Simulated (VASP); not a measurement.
# Y (Fm-3m) in VASP: a series of runs, part 2 of 2

VASP 6.6.1.

### 4 Relaxation of cell and atoms, PBEsol, target pressure 15 GPa, at which the enthalpy is minimised

This run uses another cell than the first one, of 24.47 Å³/atom.

INCAR

```
SYSTEM = Y
  PREC = Accurate
  ENCUT = 600
  EDIFF = 1E-6
  ISMEAR = 0
  SIGMA = 0.1
  LREAL = .False.
  LASPH = .True.
  NELM = 100
  ALGO = Normal
  ISIF = 3
  LWAVE = .False.
  LCHARG = .False.
  GGA = PS
  IBRION = 2
  NSW = 70
  EDIFFG = -0.008
  PSTRESS = 150.0
```

KPOINTS

```
regular mesh
0
Gamma
  16 16 16
  0 0 0
```

POSCAR

```
Y
1.0
    0.0000000000      2.3042731050      2.3042731050
    2.3042731050      0.0000000000      2.3042731050
    2.3042731050      2.3042731050      0.0000000000
Y
1
Direct
    0.0000000000      0.0000000000      0.0000000000
```

Potentials or basis: VASP PAW PBE potentials, release 64 (Y_sv).

Launch:

```sh
> cat potpaw_PBE.64/Y_sv/POTCAR > POTCAR
> mpirun -np 1 vasp_std > vasp.out
```

OUTCAR:

```text
SYSTEM = Y
   PREC = Accurate
   ENCUT = 600
   EDIFF = 1E-6
   ISMEAR = 0
   LREAL = .False.
   LASPH = .True.
   NELM = 100
   ISIF = 3
   GGA = PS
   IBRION = 2
   NSW = 70
   EDIFFG = -0.008
   PSTRESS = 150.0

 ion  position               nearest neighbor table
   1  0.000  0.000  0.000-

  LATTYP: Found a face centered cubic cell.
 ALAT       =     4.6085462100

  Lattice vectors:

 A1 = (   0.0000000000,   2.3042731050,   2.3042731050)
 A2 = (   2.3042731050,   0.0000000000,   2.3042731050)
 A3 = (   2.3042731050,   2.3042731050,   0.0000000000)

Analysis of symmetry for initial positions (statically):
=====================================================================
 Subroutine PRICEL returns:
[... 258 lines left out ...]
 cond. band min:       4.5315108423   @ k =  -0.3750   0.3750   0.1875
 fundamental gap:      0.0201790421
 Fermi energy:         4.5276480715

 k-point     1 :       0.0000    0.0000    0.0000
  band No.  band energies     occupation
      1     -37.4390      2.00000
      2     -16.7527      2.00000
      3     -16.7527      2.00000
      4     -16.7527      2.00000
      5      -0.4971      2.00000
      6       6.6272      0.00000
      7       6.6272      0.00000
      8       6.6272      0.00000
      9       9.5018      0.00000
[... 265 lines left out ...]
 k-point    24 :      -0.0625    0.0625    0.0000
  band No.  band energies     occupation
      1     -37.4167      2.00000
      2     -16.9021      2.00000
      3     -16.7938      2.00000
      4     -16.7613      2.00000
      5      -0.1278      2.00000
      6       6.2264      0.00000
      7       6.7891      0.00000
      8       6.8151      0.00000
      9       9.1051      0.00000

 [... further k-points ...]

------------------------ aborting loop because EDIFF is reached ----------------------------------------

  FORCE on cell =-STRESS in cart. coord.  units (eV):
  Direction    XX          YY          ZZ          XY          YZ          ZX
  --------------------------------------------------------------------------------------
  -------------------------------------------------------------------------------------
  Total        2.2534061      2.2534061      2.2534061     -0.0000000     -0.0000000      0.0000000
  in kB      149.8950144    149.8950144    149.8950144     -0.0000000     -0.0000000      0.0000000
  external PRESSURE =      -0.1049856 kB  Pullay stress =     150.0000000 kB
[... 20 lines left out ...]
  energy  without entropy=       -6.5374467572  energy(sigma->0) =       -6.54054873

  enthalpy is  TOTEN    =        -4.2886663547 eV   P V=        2.2549843403

 reached required accuracy - stopping structural energy minimisation
```

OSZICAR:

```text
N       E                     dE             d eps       ncg     rms          rms(c)
DAV:   1     0.241245101851E+02    0.24125E+02   -0.66465E+03  2610   0.128E+03
DAV:   2    -0.554895550146E+01   -0.29673E+02   -0.29071E+02  3135   0.183E+02
DAV:   3    -0.666766575674E+01   -0.11187E+01   -0.10973E+01  3688   0.246E+01
[... 25 lines left out ...]
DAV:   4    -0.654249661733E+01   -0.48269E-03   -0.27342E-04  2801   0.160E-01    0.239E-01
DAV:   5    -0.654356451539E+01   -0.10679E-02   -0.18521E-03  3846   0.212E-01    0.514E-02
DAV:   6    -0.654356588505E+01   -0.13697E-05   -0.47438E-06  2667   0.199E-02    0.500E-02
DAV:   7    -0.654365053055E+01   -0.84646E-04   -0.13001E-04  4157   0.924E-02    0.216E-02
DAV:   8    -0.654365069495E+01   -0.16439E-06   -0.58297E-07  1575   0.877E-03
   3 F= -.42886664E+01 E0= -.42855644E+01  d E =-.162527E-02
```

Wall time 48 s (1 thread of Intel Xeon 6975P-C (Granite Rapids), shared host); peak memory 0.22 GiB.

Results:

| Item | Value |
| --- | --- |
| Free energy | -6.5437 eV |
| Relaxed volume | 24.09 Å³/atom |
| Relaxed cell | a = 3.242 Å, b = 3.242 Å, c = 3.242 Å, α = 60.00°, β = 60.00°, γ = 60.00° |
| Space group after relaxing (to 0.1 Å) | Fm-3m (No. 225) |
| Energy change on relaxing (the run minimises the enthalpy) | +34.3 meV/atom |
| Ionic steps | 3 |
| Pressure after relaxing | 15.0 GPa |
| Band gap on the k mesh | zero (an odd number of electrons rules out a gap without spin polarisation) |

The path:
| step | energy change (eV) | largest force (eV/Å) | pressure (GPa) | volume (Å³) |
| --- | --- | --- | --- | --- |
| 1 | 0.0000 | 0.0000 | 13.62 | 24.47 |
| 2 | 0.0690 | 0.0000 | 16.27 | 23.73 |
| 3 | 0.0343 | 0.0000 | 14.99 | 24.09 |

Final structure:
```yaml
crystal:
  lattice:
    - [0.00000, 2.29216, 2.29216]
    - [2.29216, 0.00000, 2.29216]
    - [2.29216, 2.29216, 0.00000]
  atoms:
    - { symbol: Y, position: [0.00000, 0.00000, 0.00000] }
```

Caveat: the cell is relaxed towards a set pressure, so the run minimises the enthalpy, not the energy; the PAW data sets were made with another functional, which shifts forces and pressure a little.

### 5 Relaxation of cell and atoms, PBEsol, target pressure 60 GPa, at which the enthalpy is minimised

This run uses another cell than the first one, of 19.20 Å³/atom.

INCAR

```
PREC     = Accurate       # precision mode
ENCUT    = 600            # plane-wave cutoff, eV
EDIFF    = 1E-6           # SCF threshold, eV
ISMEAR   = 0              # smearing method
SIGMA    = 0.1            # smearing width, eV
LREAL    = False          # projectors in reciprocal space
LASPH    = True           # aspherical terms in the spheres
NELM     = 60             # most SCF steps
ALGO     = Normal         # electronic algorithm
ISIF     = 3              # what is computed and relaxed
LWAVE    = False          # write WAVECAR
LCHARG   = False          # write CHGCAR
GGA      = PS             # functional
IBRION   = 2              # ionic algorithm
NSW      = 70             # ionic steps
EDIFFG   = -0.008         # ionic threshold
PSTRESS  = 600.0
```

KPOINTS

```
regular mesh
0
Gamma
  18 18 18
```

POSCAR

```
Y
1.0
    0.0000000000      2.1254001665      2.1254001665
    2.1254001665      0.0000000000      2.1254001665
    2.1254001665      2.1254001665      0.0000000000
Y
1
Direct
    0.0000000000      0.0000000000      0.0000000000
```

Potentials or basis: VASP PAW PBE potentials, release 64 (Y_sv).

Launch:

```sh
> cat potpaw_PBE.64/Y_sv/POTCAR > POTCAR
> mpirun -np 1 vasp_std > vasp.out
```

OUTCAR:

```text
PREC = Accurate
   ENCUT = 600
   EDIFF = 1E-6
   ISMEAR = 0
   LREAL = False
   LASPH = True
   NELM = 60
   ISIF = 3
   GGA = PS
   IBRION = 2
   NSW = 70
   EDIFFG = -0.008
   PSTRESS = 600.0

 ion  position               nearest neighbor table
   1  0.000  0.000  0.000-

  LATTYP: Found a face centered cubic cell.
 ALAT       =     4.2508003330

  Lattice vectors:

 A1 = (   0.0000000000,   2.1254001665,   2.1254001665)
 A2 = (   2.1254001665,   0.0000000000,   2.1254001665)
 A3 = (   2.1254001665,   2.1254001665,   0.0000000000)

Analysis of symmetry for initial positions (statically):
=====================================================================
 Subroutine PRICEL returns:
 Original cell was already a primitive cell.

 Routine SETGRP: Setting up the symmetry group for a
 face centered cubic supercell.

 Subroutine GETGRP returns: Found 48 space group operations
 (whereof 48 operations were pure point group operations)
 out of a pool of 48 trial point group operations.

The static configuration has the point symmetry O_h .

Analysis of symmetry for dynamics (positions and initial velocities):
=====================================================================
 Subroutine PRICEL returns:
 Original cell was already a primitive cell.

 Routine SETGRP: Setting up the symmetry group for a
 face centered cubic supercell.

 Subroutine GETGRP returns: Found 48 space group operations
 (whereof 48 operations were pure point group operations)
 out of a pool of 48 trial point group operations.

The dynamic configuration has the point symmetry O_h .

 Subroutine INISYM returns: Found 48 space group operations
 (whereof 48 operations are pure point group operations),
 and found     1 'primitive' translations

----------------------------------------------------------------------------------------

                                     Primitive cell

  volume of cell :      19.2023

  direct lattice vectors                    reciprocal lattice vectors
     0.000000000  2.125400166  2.125400166    -0.235249817  0.235249817  0.235249817
     2.125400166  0.000000000  2.125400166     0.235249817 -0.235249817  0.235249817
     2.125400166  2.125400166  0.000000000     0.235249817  0.235249817 -0.235249817

  length of vectors
     3.005769741  3.005769741  3.005769741     0.407464635  0.407464635  0.407464635

  position of ions in fractional coordinates (direct lattice)
     0.000000000  0.000000000  0.000000000

  ion indices of the primitive-cell ions
   primitive index   ion index
                 1           1

----------------------------------------------------------------------------------------

 KPOINTS: regular mesh

Automatic generation of k-mesh.
 Grid dimensions read from file:
 generate k-points for:   18   18   18

 Generating k-lattice:

  Cartesian coordinates                     Fractional coordinates (reciprocal lattice)
    -0.013069434  0.013069434  0.013069434     0.055555556  0.000000000  0.000000000
     0.013069434 -0.013069434  0.013069434     0.000000000  0.055555556  0.000000000
     0.013069434  0.013069434 -0.013069434     0.000000000  0.000000000  0.055555556

[... 41 lines left out ...]
   dimension x,y,z NGX =    24 NGY =   24 NGZ =   24
   dimension x,y,z NGXF=    48 NGYF=   48 NGZF=   48
   ions per type =               1
   NGX,Y,Z   is equivalent  to a cutoff of  13.27, 13.27, 13.27 a.u.
   NGXF,Y,Z  is equivalent  to a cutoff of  26.55, 26.55, 26.55 a.u.
 SYSTEM =  unknown system
   PREC   = accura    normal or accurate (medium, high low for compatibility)
   ISTART =      0    job   : 0-new  1-cont  2-samecut
   ICHARG =      2    charge: 1-file 2-atom 10-const
   ISPIN  =      1    spin polarized calculation?
   LNONCOLLINEAR =      F non collinear calculations
   LSORBIT =      F    spin-orbit coupling
   LASPH  =      T    aspherical Exc in radial PAW
   ENCUT  =  600.0 eV  44.10 Ry    6.64 a.u.   6.00  6.00  6.00*2*pi/ulx,y,z
   NELM   =     60;   NELMIN=  2; NELMDL= -5     # of ELM steps
   EDIFF  = 0.1E-05   stopping-criterion for ELM
   LREAL  =      F    real-space projection
   EDIFFG = -.8E-02   stopping-criterion for IOM
   NSW    =     70    number of steps for IOM
   IBRION =      2    ionic relax: 0-MD 1-quasi-New 2-CG
   NFREE  =      1    steps in history (QN), initial steepest desc. (CG)
   ISIF   =      3    stress and relaxation
   ISYM   =      2    0-nonsym 1-usesym 2-fastsym
   POTIM  = 0.5000    time-step for ionic-motion
   TEBEG  =    0.0;   TEEND  =   0.0 temperature during run
   PSTRESS=  600.0 pullay stress
   NELECT =      11.0000    total number of electrons
   NUPDOWN=      -1.0000    fix difference up-down
   EMIN   =  10.00;   EMAX   =-10.00  energy-range for DOS
   EFERMI =   0.00;   METHOD = LEGACY
   ISMEAR =     0;   SIGMA  =   0.10  broadening in eV -4-tet -1-fermi 0-gaus
   EFERMI_NEDOS =   21; number of points for ismear=-14 and -15
   IALGO  =     38    algorithm
   IMIX   =      4    mixing-type and parameters
     AMIX     =   0.40;   BMIX     =  1.00
     AMIX_MAG =   1.60;   BMIX_MAG =  1.00
  volume/ion in A,a.u.               =      19.20       129.58
  Fermi-wavevector in a.u.,A,eV,Ry     =   1.359633  2.569334 25.151754  1.848602
  Thomas-Fermi vector in A             =   2.486364
   LORBIT       =      0    0 simple, 1 ext, 2 COOP (PROOUT), +10 PAW based schemes
   GGA     = PS    functional components
   LHFCALC =     F    Hartree Fock is set to
   AEXX    =    0.0000 exact exchange contribution
   IVDW    =     0    specifies the selected vdW correction
   LEPSILON=     F    determine dielectric tensor
   LRPA    =     F    only Hartree local field effects (RPA)
 conjugate gradient relaxation of ions
 non-spin polarized calculation
 Gauss-broadening in eV      SIGMA  =   0.10
  energy-cutoff  :      600.00
  volume of cell :       19.20
 maximum number of plane-waves:       652
   NGX = 13   NGY = 13   NGZ = 13

--------------------------------------- Ionic step        1  -------------------------------------------

 number of electron      11.0000000 magnetization

 Free energy of the ion-electron system (eV)
  ---------------------------------------------------
  ext. energy  EPLUGINS =         0.00000000
  ---------------------------------------------------
  free energy    TOTEN  =        -5.75131929 eV

  energy without entropy =       -5.74444745  energy(sigma->0) =       -5.74788337

------------------------ aborting loop because EDIFF is reached ----------------------------------------

  FORCE on cell =-STRESS in cart. coord.  units (eV):
  Direction    XX          YY          ZZ          XY          YZ          ZX
  --------------------------------------------------------------------------------------
  -------------------------------------------------------------------------------------
  Total        4.7690726      4.7690726      4.7690726     -0.0000000      0.0000000      0.0000000
  in kB      397.9169008    397.9169008    397.9169008     -0.0000000      0.0000000      0.0000000
  external PRESSURE =    -202.0830992 kB  Pullay stress =     600.0000000 kB
[... 209 lines left out ...]
--------------------------------------- Ionic step        7  -------------------------------------------

 number of electron      11.0000000 magnetization

 Free energy of the ion-electron system (eV)
  ---------------------------------------------------
  ext. energy  EPLUGINS =         0.00000000
  ---------------------------------------------------
  free energy    TOTEN  =        -5.06689291 eV

  energy without entropy =       -5.06222352  energy(sigma->0) =       -5.06455821

 E-fermi :   6.8756     XC(G=0): -12.4980

 val. band max:        6.8752733142   @ k =  -0.3889   0.2778   0.0556
 cond. band min:       6.9319690617   @ k =   0.2778   0.1667   0.0556
 fundamental gap:      0.0566957475
 Fermi energy:         6.8755568044

 k-point     1 :       0.0000    0.0000    0.0000
  band No.  band energies     occupation
      1     -35.2407      2.00000
      2     -13.2334      2.00000
      3     -13.2334      2.00000
      4     -13.2334      2.00000
      5       2.2983      2.00000
      6       9.0872      0.00000
      7       9.0872      0.00000
      8       9.0872      0.00000
      9      13.3139      0.00000
[... 265 lines left out ...]
 k-point    24 :      -0.2222    0.0556    0.0000
  band No.  band energies     occupation
      1     -34.8596      2.00000
      2     -15.1428      2.00000
      3     -13.5864      2.00000
      4     -13.4020      2.00000
      5       4.4245      2.00000
      6       8.0481      0.00000
      7       9.5123      0.00000
      8       9.6711      0.00000
      9      12.2553      0.00000

 [... further k-points ...]

------------------------ aborting loop because EDIFF is reached ----------------------------------------

  FORCE on cell =-STRESS in cart. coord.  units (eV):
  Direction    XX          YY          ZZ          XY          YZ          ZX
  --------------------------------------------------------------------------------------
  -------------------------------------------------------------------------------------
  Total        6.3547875      6.3547875      6.3547875     -0.0000000      0.0000000      0.0000000
  in kB      600.0468339    600.0468339    600.0468339     -0.0000000      0.0000000      0.0000000
  external PRESSURE =       0.0468339 kB  Pullay stress =     600.0000000 kB
[... 20 lines left out ...]
  energy  without entropy=       -5.0622235203  energy(sigma->0) =       -5.06455821

  enthalpy is  TOTEN    =         1.2873985725 eV   P V=        6.3542914779

 reached required accuracy - stopping structural energy minimisation
```

It took 66 s on 1 thread of Intel Xeon 6975P-C (Granite Rapids), shared host; peak memory 0.21 GiB.

What came out:

| Quantity | Value |
| --- | --- |
| Free energy | -5.0669 eV |
| Relaxed volume | 16.97 Å³/atom |
| Relaxed cell | a = 2.884 Å, b = 2.884 Å, c = 2.884 Å, α = 60.00°, β = 60.00°, γ = 60.00° |
| Space group after relaxing (to 0.1 Å) | Fm-3m (No. 225) |
| Energy change on relaxing (the run minimises the enthalpy) | +684.4 meV/atom |
| Ionic steps | 7 |
| Pressure after relaxing | 60.0 GPa |
| Band gap on the k mesh | zero (an odd number of electrons rules out a gap without spin polarisation) |

Step by step:
```tsv
step	energy change (eV)	largest force (eV/Å)	pressure (GPa)	volume (Å³)
1	0.0000	0.0000	39.79	19.20
2	2.7825	0.0000	130.55	13.23
3	0.6182	0.0000	58.00	17.15
4	0.6735	0.0000	59.89	17.00
5	0.6893	0.0000	60.15	16.95
6	0.6764	0.0000	59.75	16.99
7	0.6844	0.0000	60.00	16.97
```

Final structure:
```xyz
1
Lattice="0.0000 2.0395 2.0395 2.0395 0.0000 2.0395 2.0395 2.0395 0.0000" Properties=species:S:1:pos:R:3 pbc="T T T"
Y     0.0000    0.0000    0.0000
```

Levels at points of the mesh, in eV from the Fermi level:
| k point | band 1 | band 2 | band 3 | band 4 | band 5 | band 6 | band 7 | band 8 | band 9 |
| --- | --- | --- | --- | --- | --- | --- | --- | --- | --- |
| (0.00, 0.00, 0.00) | -42.12 | -20.11 | -20.11 | -20.11 | -4.58 | 2.21 | 2.21 | 2.21 | 6.44 |
| (0.50, 0.00, 0.00) | -41.30 | -23.80 | -20.55 | -20.55 | -2.94 | 1.77 | 1.77 | 4.62 | 9.72 |
| (0.50, 0.50, 0.00) | -41.04 | -23.50 | -21.39 | -21.39 | -4.00 | -2.89 | 7.64 | 9.79 | 10.76 |

Caveat: the cell is relaxed towards a set pressure, so the run minimises the enthalpy, not the energy; the PAW data sets were made with another functional, which shifts forces and pressure a little.

### 6 The runs side by side

| cell | k mesh | gap on the mesh (eV) | pressure (GPa) |
| --- | --- | --- | --- |
| relaxed to 30 GPa from a = 3.160 Å, angles 60.0°, 1 atom | 16 × 16 × 16 | none | 30.0 |
| relaxed to -3 GPa from a = 3.553 Å, angles 60.0°, 1 atom | 14 × 14 × 14 | none | -3.0 |
| relaxed to 15 GPa from a = 3.259 Å, angles 60.0°, 1 atom | 16 × 16 × 16 | none | 15.0 |
| relaxed to 60 GPa from a = 3.006 Å, angles 60.0°, 1 atom | 18 × 18 × 18 | none | 60.0 |

Alike in all rows: task relaxation of cell and atoms; level PBEsol; potentials or basis VASP PAW PBE potentials, release 64 (Y_sv); no spin polarisation; cutoff (eV) 600; smearing gaussian 0.1 eV.

Caveats: the cell is relaxed towards a set pressure, so the run minimises the enthalpy, not the energy; the PAW data sets were made with another functional, which shifts forces and pressure a little.

Total energies depend on the potentials used, so only differences within one code and one set of settings carry meaning.
